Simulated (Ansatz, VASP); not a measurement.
# MgB in VASP and in Ansatz

The input POSCAR:

```
MgB
1.0
    2.8951500000      0.0000000000      0.0000000000
    0.0000000000      2.8951500000      0.0000000000
    0.0000000000      0.0000000000      2.8951500000
Mg B
1 1
Direct
    0.0000000000      0.0000000000      0.0000000000
    0.5000000000      0.5000000000      0.5000000000
```

The input INCAR.step1:

```
PREC = Accurate
ENCUT = 520
EDIFF = 1E-5
ISMEAR = -1
SIGMA = 0.05
LREAL = False
LASPH = True
NELM = 60
ALGO = Normal
ISIF = 2
LWAVE = True
GGA = PE
NBANDS = 10
```

The input INCAR.step2:

```
PREC = Accurate
ENCUT = 520
EDIFF = 1E-7
ISMEAR = -1
SIGMA = 0.05
LREAL = False
LASPH = True
NELM = 60
ALGO = Normal
ISIF = 2
LWAVE = False
LCHARG = True
GGA = PE
LHFCALC = True
HFSCREEN = 0.2079
PRECFOCK = Normal
LELF = True
LVHAR = True
ISTART = 1
NBANDS = 10
```

Contents of KPOINTS:

```
regular mesh
0
Gamma
  5 5 5
```

input

```
crystal:
  lattice:
    - [2.89515, 0.0, 0.0]
    - [0.0, 2.89515, 0.0]
    - [0.0, 0.0, 2.89515]
  atoms:
    - { symbol: Mg, position: [0.0, 0.0, 0.0] }
    - { symbol: B, position: [0.5, 0.5, 0.5] }
hamiltonian:
  xc: hse06
  pseudopotentials: { kind: paw }
kpoints:
  mp_grid: { grid: [5, 5, 5] }
  band_path:
    path:
      - [[0.0, 0.0, 0.0], [0.0, 0.5, 0.0], [0.5, 0.5, 0.0], [0.0, 0.0, 0.0], [0.5, 0.5, 0.5], [0.0, 0.5, 0.0]]
      - [[0.5, 0.5, 0.0], [0.5, 0.5, 0.5]]
    npoints: 4
scf:
  occupations: { method: fermi_dirac, width: 0.05 }
  n_extra_bands: 6
output:
  forces: true
  stress: true
  eigenvalues: true
  fatbands: false
```

Alike in both runs: functional HSE06; k mesh 5 × 5 × 5; occupations fermi-dirac, width 0.05 eV; no spin polarisation.

|  | VASP | Ansatz |
| --- | --- | --- |
| version | VASP 6.6.1 | Ansatz 0.2.0 |
| potentials or method | VASP PAW PBE potentials, release 64 (Mg, B) | Ansatz PAW |
| plane-wave cutoff (eV) | 520 | 420 |
| valence electrons in the cell | 5 | 13 |
| task | single point | band structure |

|  | VASP | Ansatz | Ansatz less VASP |
| --- | --- | --- | --- |
| gap on the k mesh at the Fermi level (eV) | none | none | - |
| pressure (GPa) | -0.9 | -0.7 | +0.21 |

A gap of «none» marks a metal or a gap that the smearing closes. VASP's potentials hold 5 valence electrons a cell and Ansatz's 13, so a difference there can come from the potentials and not from the codes.

The k mesh is coarse, so the values compare programs but aren't converged.
